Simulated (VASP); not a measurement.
# LiNbO3: relaxation of cell and atoms with PBE

LiNbO3:

```
Li Nb O
1.0
     2.59475    1.49808    4.67149
    -2.59475    1.49808    4.67149
     0.00000   -2.99616    4.67149
Li Nb O
2 2 6
Direct
  0.28160 0.28160 0.28160
  0.78160 0.78160 0.78160
  0.00045 0.00045 0.00045
  0.50045 0.50045 0.50045
  0.11044 0.35817 0.72115
  0.72115 0.11044 0.35817
  0.35817 0.72115 0.11044
  0.22115 0.85817 0.61044
  0.85817 0.61044 0.22115
  0.61044 0.22115 0.85817
```

| Quantity | Value |
| --- | --- |
| Program | VASP 6.6.1 |
| Task | relaxation of cell and atoms |
| Functional | PBE |
| Potentials or basis | VASP PAW PBE potentials, release 64 (Li_sv, Nb_sv, O) |
| Cutoff | 600 eV |
| k mesh | 6 × 6 × 6 |
| Occupations | gaussian, width 0.01 eV |
| Spin | no spin polarisation |
| Dipole correction | no |
| Further INCAR settings | ALGO = Normal; EDIFF = 1e-07; IBRION = 2; EDIFFG = -0.001; NSW = 80; ISIF = 3 |

- Relaxed volume: 10.84 Å³/atom
- Relaxed cell: a = 5.541 Å, b = 5.541 Å, c = 5.541 Å, α = 55.75°, β = 55.75°, γ = 55.75°
- Space group after relaxing (to 0.05 Å): R3c (No. 161)
- Energy gained by relaxing: 0.1 meV/atom
- Ionic steps: 14
- Pressure after relaxing: 0.0 GPa
- Band gap on the k mesh: 3.55 eV, indirect (least direct gap 3.56 eV)

Step by step:
```tsv
step	energy change (eV)	largest force (eV/Å)	pressure (GPa)	volume (Å³)
1	0.0000	0.0217	-0.56	108.95
2	-0.0001	0.0688	0.54	108.35
3	-0.0006	0.0464	0.02	108.64
4	-0.0009	0.0080	0.00	108.52
5	-0.0009	0.0075	0.00	108.50
6	-0.0009	0.0073	0.00	108.50
7	-0.0009	0.0055	-0.01	108.50
8	-0.0009	0.0035	-0.03	108.48
9	-0.0009	0.0065	0.05	108.44
10	-0.0009	0.0035	0.01	108.46
11	-0.0009	0.0012	0.00	108.45
12	-0.0009	0.0011	0.00	108.45
13	-0.0009	0.0011	0.00	108.45
14	-0.0009	0.0005	-0.01	108.45
```

Final structure:
```yaml
crystal:
  lattice:
    - [2.59070, 1.49574, 4.66449]
    - [-2.59070, 1.49574, 4.66449]
    - [0.00000, -2.99148, 4.66449]
  atoms:
    - { symbol: Li, position: [0.28164, 0.28164, 0.28164] }
    - { symbol: Li, position: [0.78164, 0.78164, 0.78164] }
    - { symbol: Nb, position: [0.00022, 0.00022, 0.00022] }
    - { symbol: Nb, position: [0.50022, 0.50022, 0.50022] }
    - { symbol: O, position: [0.11023, 0.35873, 0.72099] }
    - { symbol: O, position: [0.72099, 0.11023, 0.35873] }
    - { symbol: O, position: [0.35873, 0.72099, 0.11023] }
    - { symbol: O, position: [0.22099, 0.85873, 0.61023] }
    - { symbol: O, position: [0.85873, 0.61023, 0.22099] }
    - { symbol: O, position: [0.61023, 0.22099, 0.85873] }
```

Levels at points of the mesh, in eV from the valence-band top:
| k point | band 32 | band 33 | band 34 | band 35 | band 36 | band 37 |
| --- | --- | --- | --- | --- | --- | --- |
| (0.00, 0.00, 0.00) | -0.51 | 0.00 | 0.00 | 3.56 | 3.56 | 4.01 |
| (0.50, 0.00, 0.00) | -0.30 | -0.22 | -0.22 | 3.83 | 3.83 | 4.64 |
| (0.50, 0.50, 0.00) | -0.67 | -0.50 | -0.19 | 3.64 | 4.08 | 4.53 |
| (0.50, 0.50, 0.50) | -0.31 | -0.31 | -0.31 | 4.55 | 4.55 | 4.76 |

Wall time 14 min on 1 thread of Intel(R) Xeon(R) 6975P-C (Granite Rapids), with other jobs on the host, peak memory 0.44 GiB.

Caveat: the cutoff is under 1.25 times the usual one of these potentials, so pressure, stress and relaxed cells hold a basis-set (Pulay) error. A k mesh can miss the band edges.
